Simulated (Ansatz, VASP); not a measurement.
Mg: VASP beside Ansatz

INCAR

```
ALGO     = Normal         # electronic algorithm
EDIFF    = 1E-6           # SCF threshold, eV
ENCUT    = 520            # plane-wave cutoff, eV
GGA      = PE             # functional
ISIF     = 2              # what is computed and relaxed
ISMEAR   = -1             # smearing method
LASPH    = T              # aspherical terms in the spheres
LCHARG   = T              # write CHGCAR
LELF     = T              # ELF
LREAL    = F              # projectors in reciprocal space
LVHAR    = T            
LWAVE    = F              # write WAVECAR
NBANDS   = 9              # bands
NELM     = 100            # most SCF steps
PREC     = Accurate       # precision mode
SIGMA    = 0.08           # smearing width, eV
```

KPOINTS

```
k-points
0
Gamma
  12 12 7
```

The input POSCAR:

```
Mg
1.0
    3.1658976813      0.0000000000      0.0000000000
   -1.5829488406      2.7417478178      0.0000000000
    0.0000000000      0.0000000000      5.1399115029
Mg
2
Direct
    0.3333333333      0.6666666667      0.2500000000
    0.6666666667      0.3333333333      0.7500000000
```

Input for Ansatz:

```yaml
crystal:
  lattice:
    - [3.1658976813, 0.0, 0.0]
    - [-1.5829488406, 2.7417478178, 0.0]
    - [0.0, 0.0, 5.1399115029]
  atoms:
    - { symbol: Mg, position: [0.3333333333, 0.6666666667, 0.25] }
    - { symbol: Mg, position: [0.6666666667, 0.3333333333, 0.75] }
kpoints:
  mp_grid: { grid: [12, 12, 7] }
  band_path:
    path:
      - [0.0, 0.0, 0.0]
      - [0.5, 0.0, 0.0]
      - [0.3333333333, 0.3333333333, 0.0]
      - [0.0, 0.0, 0.0]
      - [0.0, 0.0, 0.5]
      - [0.5, 0.0, 0.5]
      - [0.3333333333, 0.3333333333, 0.5]
      - [0.0, 0.0, 0.5]
      - [0.5, 0.0, 0.5]
    npoints: 5
scf:
  occupations: { method: fermi_dirac, width: 0.08 }
hamiltonian:
  xc: pbe
  pseudopotentials: { kind: all_electron, lapw: { basis_error: 0.0005 } }
output:
  forces: true
  stress: true
  eigenvalues: true
```

Change from the starting cell: volume scaled by 0.96.

Alike in both runs: task single point; functional PBE; k mesh 12 × 12 × 7; occupations fermi-dirac, width 0.08 eV; no spin polarisation.

|  | VASP | Ansatz |
| --- | --- | --- |
| version | VASP 6.6.1 | Ansatz 0.2.0 |
| potentials or method | VASP PAW PBE potentials, release 64 (Mg), cutoff 520 eV | all-electron LAPW, scalar-relativistic |

Ansatz gave:

- pressure (GPa): 1.0
- traceless stress, the component that is largest in VASP (GPa): -0.55

Task: What did VASP give for the same quantities?

Result: Pressure (GPa): 0.9; traceless stress, the component that is largest in VASP (GPa): -0.55.

Ansatz ran all-electron here, and VASP with PAW potentials.
